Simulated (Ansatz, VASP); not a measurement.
## O: VASP beside Ansatz

```
O
1.0
     7.21765    0.00000    0.00000
     0.00000    7.21765    0.00000
     0.00000    0.00000    7.21765
O
16
Direct
  0.38283 0.31603 0.44388
  0.32509 0.28052 0.28930
  0.47836 0.90217 0.06526
  0.58516 0.77143 0.06313
  0.08098 0.67204 0.22674
  0.03827 0.74187 0.07915
  0.03595 0.97909 0.57708
  0.88011 0.93099 0.62094
  0.86830 0.16518 0.17003
  0.80212 0.30139 0.24572
  0.45020 0.79704 0.65045
  0.45705 0.82460 0.48364
  0.56112 0.34605 0.84373
  0.39495 0.35019 0.87402
  0.97553 0.38465 0.78223
  0.01417 0.49806 0.66352
```

Alike in both runs: functional PBE; k mesh 1 × 1 × 1; occupations fermi-dirac, width 0.02 eV; collinear spin.

Ansatz relaxed the structure, and its values are those at the end. VASP's run is a single point on that final structure, the one shown.

```csv
,VASP,Ansatz
version,VASP 6.6.1,Ansatz 0.2.0
potentials or method,"VASP PAW PBE potentials, release 64 (O), cutoff 520 eV","scalar-relativistic, plane waves, PAW"
valence electrons in the cell,96,96
```

|  | VASP | Ansatz | Ansatz less VASP |
| --- | --- | --- | --- |
| rms of the force components (eV/Å) | 0.606 | 0.077 | -0.5287 |
| net moment per atom (μB) | 1.00 | 1.00 | 0.000 |
| size of the moment on the site where the two differ most (μB) | 0.81 | 0.56 | -0.253 |

Site moments also hang on the region over which each program counts them. One of these differences is far larger than is usual between the two programs; its cause wasn't traced.

Noted on VASP's run: the standard files for N, O and F lose accuracy on very short bonds.
